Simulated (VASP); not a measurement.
# HgTe (Fm-3m) in VASP: settings compared

The runs below take HgTe through single point, with PBEsol, PBE.

All numbers are computed with VASP 6.6.1; they aren't measurements. Logs are shortened: lines on timing, memory, paths and dates and some standing lists are left out, and cuts for length are marked.

### 1 The cell of the first run

Symmetry: Fm-3m, No. 225, cubic system. Conventional cell: a = 6.186 Å, b = 6.186 Å, c = 6.186 Å, α = 90.00°, β = 90.00°, γ = 90.00°. Hg (site symmetry m-3m) has 6 Te at 3.09 Å within 4.1 Å. Within 4.1 Å of Te (site symmetry m-3m) lie 6 Hg at 3.09 Å.

### 2 Single point, PBEsol, non-collinear spin, zero start, spin-orbit coupling (volume scaled by 0.92)

Contents of INCAR:

```
SYSTEM = HgTe
PREC = Accurate
ENCUT = 520
EDIFF = 1E-6
ISMEAR = -5
SIGMA = 0.1
LREAL = .FALSE.
LASPH = .TRUE.
NELM = 150
ALGO = Normal
ISIF = 2
LWAVE = .FALSE.
LCHARG = .TRUE.
MAGMOM = 0 0 0 0 0 0
LORBIT = 11
LSORBIT = .TRUE.
GGA_COMPAT = .FALSE.
LORBMOM = .TRUE.
GGA = PS
LVHAR = .TRUE.
NBANDS = 30
```

Contents of KPOINTS:

```
Automatic mesh
0
G
  7 7 7
  0 0 0
```

Contents of POSCAR:

```
HgTe
1.0
    0.0000000000      3.0928324674      3.0928324674
    3.0928324674      0.0000000000      3.0928324674
    3.0928324674      3.0928324674      0.0000000000
Hg Te
1 1
Direct
    0.0000000000      0.0000000000      0.0000000000
    0.5000000000      0.5000000000      0.5000000000
```

Potentials or basis: VASP PAW PBE potentials, release 64 (Hg, Te).

Command:

```sh
$ cat potpaw_PBE.64/Hg/POTCAR potpaw_PBE.64/Te/POTCAR > POTCAR
$ mpirun -np 1 vasp_ncl > vasp.out
```

OUTCAR:

```text
SYSTEM = HgTe
   PREC = Accurate
   ENCUT = 520
   EDIFF = 1E-6
   ISMEAR = -5
   LREAL = .FALSE.
   LASPH = .TRUE.
   NELM = 150
   ISIF = 2
   LORBIT = 11
   LSORBIT = .TRUE.
   GGA = PS

 ion  position               nearest neighbor table
   1  0.000  0.000  0.000-   2 3.09   2 3.09   2 3.09   2 3.09   2 3.09   2 3.09
   2  0.500  0.500  0.500-   1 3.09   1 3.09   1 3.09   1 3.09   1 3.09   1 3.09

  LATTYP: Found a face centered cubic cell.
 ALAT       =     6.1856649348

  Lattice vectors:

 A1 = (   0.0000000000,   3.0928324674,   3.0928324674)
 A2 = (   3.0928324674,   0.0000000000,   3.0928324674)
 A3 = (   3.0928324674,   3.0928324674,   0.0000000000)

Analysis of symmetry for initial positions (statically):
=====================================================================
 Subroutine PRICEL returns:
 Original cell was already a primitive cell.

 Routine SETGRP: Setting up the symmetry group for a
 face centered cubic supercell.

 Subroutine GETGRP returns: Found 48 space group operations
 (whereof 48 operations were pure point group operations)
 out of a pool of 48 trial point group operations.

The static configuration has the point symmetry O_h .

Analysis of symmetry for dynamics (positions and initial velocities):
=====================================================================
 Subroutine PRICEL returns:
 Original cell was already a primitive cell.

 Routine SETGRP: Setting up the symmetry group for a
 face centered cubic supercell.

 Subroutine GETGRP returns: Found 48 space group operations
 (whereof 48 operations were pure point group operations)
 out of a pool of 48 trial point group operations.

The dynamic configuration has the point symmetry O_h .

Analysis of structural, dynamic, and magnetic symmetry:
=====================================================================
 Subroutine PRICEL returns:
 Original cell was already a primitive cell.

 Routine SETGRP: Setting up the symmetry group for a
 face centered cubic supercell.

 Subroutine GETGRP returns: Found 48 space group operations
 (whereof 48 operations were pure point group operations)
 out of a pool of 48 trial point group operations.

The overall configuration has the point symmetry O_h .

 Subroutine INISYM returns: Found 48 space group operations
 (whereof 48 operations are pure point group operations),
 and found     1 'primitive' translations
[... 832 lines left out ...]
      0.00000      0.00000      0.00000        -0.000000      0.000000     -0.000000
      3.09283      3.09283      3.09283         0.000000     -0.000000      0.000000
 -----------------------------------------------------------------------------------
    total drift:                               -0.000000      0.000000      0.000000

  FREE ENERGIE OF THE ION-ELECTRON SYSTEM (eV)
  ---------------------------------------------------
  free  energy   TOTEN  =        -4.5420828380 eV

  energy  without entropy=       -4.5420828380  energy(sigma->0) =       -4.54208284

 orbital moment (x)

 # of ion     p       d       tot
 ----------------------------------------
  1         0.000   0.000   0.000
  2         0.000   0.000   0.000
 ----------------------------------------
            0.000   0.000   0.000

 orbital moment (y)

 # of ion     p       d       tot
 ----------------------------------------
  1         0.000  -0.000  -0.000
  2         0.000   0.000   0.000
 ----------------------------------------
            0.000  -0.000  -0.000

 orbital moment (z)

 # of ion     p       d       tot
 ----------------------------------------
  1         0.000   0.000   0.000
  2         0.000   0.000   0.000
 ----------------------------------------
            0.000   0.000   0.000

 Spin-Orbit-Coupling matrix elements

 Ion:    1  E_soc:     -0.5416711
 l=   1
     0.0000000    -0.0245850    -0.0245850
    -0.0245850     0.0000000    -0.0245850
    -0.0245850    -0.0245850     0.0000000
 l=   2
     0.0000000    -0.0134561     0.0000000    -0.0134561    -0.0522375
    -0.0134561     0.0000000    -0.0391781    -0.0134561    -0.0130594
     0.0000000    -0.0391781     0.0000000    -0.0391781     0.0000000
    -0.0134561    -0.0134561    -0.0391781     0.0000000    -0.0130594
    -0.0522375    -0.0130594     0.0000000    -0.0130594     0.0000000
 l=   3
     0.0000000     0.0000000     0.0000000     0.0000000     0.0000000     0.0000000     0.0000000
     0.0000000     0.0000000     0.0000000     0.0000000     0.0000000     0.0000000     0.0000000
     0.0000000     0.0000000     0.0000000     0.0000000     0.0000000     0.0000000     0.0000000
     0.0000000     0.0000000     0.0000000     0.0000000     0.0000000     0.0000000     0.0000000
     0.0000000     0.0000000     0.0000000     0.0000000     0.0000000     0.0000000     0.0000000
     0.0000000     0.0000000     0.0000000     0.0000000     0.0000000     0.0000000     0.0000000
     0.0000000     0.0000000     0.0000000     0.0000000     0.0000000     0.0000000     0.0000000

 Ion:    2  E_soc:     -0.2699607
 l=   1
     0.0000000    -0.0449017    -0.0449017
    -0.0449017     0.0000000    -0.0449017
    -0.0449017    -0.0449017     0.0000000
 l=   2
     0.0000000    -0.0000072     0.0000000    -0.0000072    -0.0000845
    -0.0000072     0.0000000    -0.0000634    -0.0000072    -0.0000211
     0.0000000    -0.0000634     0.0000000    -0.0000634     0.0000000
    -0.0000072    -0.0000072    -0.0000634     0.0000000    -0.0000211
    -0.0000845    -0.0000211     0.0000000    -0.0000211     0.0000000
 l=   3
     0.0000000     0.0000000     0.0000000     0.0000000     0.0000000     0.0000000     0.0000000
     0.0000000     0.0000000     0.0000000     0.0000000     0.0000000     0.0000000     0.0000000
     0.0000000     0.0000000     0.0000000     0.0000000     0.0000000     0.0000000     0.0000000
     0.0000000     0.0000000     0.0000000     0.0000000     0.0000000     0.0000000     0.0000000
     0.0000000     0.0000000     0.0000000     0.0000000     0.0000000     0.0000000     0.0000000
     0.0000000     0.0000000     0.0000000     0.0000000     0.0000000     0.0000000     0.0000000
     0.0000000     0.0000000     0.0000000     0.0000000     0.0000000     0.0000000     0.0000000

 total charge

# of ion       s       p       d       tot
------------------------------------------
    1        0.762   0.293   9.345  10.400
    2        1.403   1.854   0.028   3.285
--------------------------------------------------
tot          2.165   2.148   9.373  13.685

 magnetization (x)

# of ion       s       p       d       tot
------------------------------------------
    1        0.000   0.000   0.000   0.000
    2        0.000   0.000   0.000   0.000
--------------------------------------------------
tot          0.000   0.000   0.000   0.000

 magnetization (y)

# of ion       s       p       d       tot
------------------------------------------
    1        0.000   0.000   0.000   0.000
    2        0.000   0.000   0.000   0.000
--------------------------------------------------
tot          0.000   0.000   0.000   0.000

 magnetization (z)

# of ion       s       p       d       tot
------------------------------------------
    1        0.000  -0.000   0.000  -0.000
    2        0.000  -0.000   0.000  -0.000
--------------------------------------------------
tot          0.000  -0.000   0.000  -0.000
```

OSZICAR:

```text
N       E                     dE             d eps       ncg     rms          rms(c)
DAV:   1     0.116998767705E+03    0.11700E+03   -0.79980E+03  1200   0.106E+03
DAV:   2     0.100890541008E+01   -0.11599E+03   -0.10914E+03  1326   0.258E+02
DAV:   3    -0.469257635123E+01   -0.57015E+01   -0.56442E+01  1436   0.571E+01
DAV:   4    -0.475326571769E+01   -0.60689E-01   -0.60616E-01  1474   0.534E+00
DAV:   5    -0.475429814834E+01   -0.10324E-02   -0.10310E-02  1398   0.674E-01    0.801E+00
DAV:   6    -0.454454519039E+01    0.20975E+00   -0.44957E-01  1352   0.936E+00    0.616E+00
DAV:   7    -0.454446184090E+01    0.83349E-04   -0.94269E-02  1360   0.211E+00    0.277E+00
DAV:   8    -0.454234486286E+01    0.21170E-02   -0.54617E-03  1296   0.858E-01    0.117E+00
DAV:   9    -0.454205986964E+01    0.28499E-03   -0.37393E-04  1414   0.138E-01    0.210E-01
DAV:  10    -0.454215420269E+01   -0.94333E-04   -0.18260E-04  1342   0.161E-01    0.431E-02
DAV:  11    -0.454208024628E+01    0.73956E-04   -0.22979E-05  1338   0.568E-02    0.161E-02
DAV:  12    -0.454206527136E+01    0.14975E-04   -0.28480E-06  1340   0.130E-02    0.136E-02
DAV:  13    -0.454207209393E+01   -0.68226E-05   -0.12197E-07   738   0.274E-03    0.105E-02
DAV:  14    -0.454207846743E+01   -0.63735E-05   -0.73029E-08   720   0.193E-03    0.584E-03
DAV:  15    -0.454208232505E+01   -0.38576E-05   -0.49458E-08   732   0.222E-03    0.933E-04
DAV:  16    -0.454208283804E+01   -0.51299E-06   -0.99365E-09   714   0.786E-04
   1 F= -.45420828E+01 E0= -.45420828E+01  d E =0.000000E+00  mag=     0.0000     0.0000    -0.0000
```

stdout:

```text
POSCAR found type information on POSCAR HgTe
 POSCAR found :  2 types and       2 ions
 scaLAPACK will be used
 -----------------------------------------------------------------------------
[... 23 lines left out ...]
|     Tetrahedron method does not include variations of the Fermi             |
|     occupations, so forces and stress will be inaccurate. We suggest        |
|     using a different smearing scheme ISMEAR = 1 or 2 for metals in         |
|     relaxations.                                                            |
|                                                                             |
 -----------------------------------------------------------------------------
```

It took 2.3 min on 1 thread of Intel Xeon Platinum 8559C (Emerald Rapids), shared host; peak memory 0.39 GiB.

What came out:

```yaml
Free_energy: -4.5421 eV
Pressure: -4.0 GPa
Net_moment: 0.00 μB per cell
Valence_electrons_inside_the_program's_atomic_spheres: Hg 10.40; Te 3.29
```

Moments on the atoms (μB; x, y, z):
```
Hg  0.00 0.00 0.00
Te  0.00 0.00 0.00
```

Caveat: the PAW data sets were made with another functional, which shifts forces and pressure a little.

### 3 Single point, PBE (volume scaled by 0.94)

Contents of INCAR:

```
SYSTEM = HgTe
PREC = Accurate
ENCUT = 520
EDIFF = 1E-6
ISMEAR = -1
SIGMA = 0.05
LREAL = .FALSE.
LASPH = .TRUE.
NELM = 100
ALGO = Normal
ISIF = 2
LWAVE = .FALSE.
LCHARG = .FALSE.
GGA = PE
NBANDS = 16
```

Contents of KPOINTS:

```
regular mesh
0
G
  7 7 7
  0 0 0
```

Contents of POSCAR:

```
HgTe
1.0
    0.0000000000      3.1150838257      3.1150838257
    3.1150838257      0.0000000000      3.1150838257
    3.1150838257      3.1150838257      0.0000000000
Hg Te
1 1
Direct
    0.0000000000      0.0000000000      0.0000000000
    0.5000000000      0.5000000000      0.5000000000
```

Potentials or basis: VASP PAW PBE potentials, release 64 (Hg, Te).

Command:

```sh
$ cat potpaw_PBE.64/Hg/POTCAR potpaw_PBE.64/Te/POTCAR > POTCAR
$ mpirun -np 1 vasp_std > vasp.out
```

It took 25 s on 1 thread of Intel Xeon Platinum 8488C (Sapphire Rapids), shared host; peak memory 0.2 GiB.

Results (log left out):

```yaml
Free_energy: -3.3490 eV
Pressure: -1.8 GPa
Band_gap_on_the_k_mesh: zero (band 9 reaches 3.92 eV, above the bottom of band 10 at 1.75 eV)
```

Levels at points of the mesh, in eV from the Fermi level:
| k point | band 6 | band 7 | band 8 | band 9 | band 10 | band 11 | band 12 | band 13 |
| --- | --- | --- | --- | --- | --- | --- | --- | --- |
| (0.00, 0.00, 0.00) | -6.46 | -1.24 | -0.66 | -0.66 | -0.66 | 7.56 | 7.56 | 7.56 |

Caveat: spin-orbit coupling is left out, which moves the levels of the heavy elements.
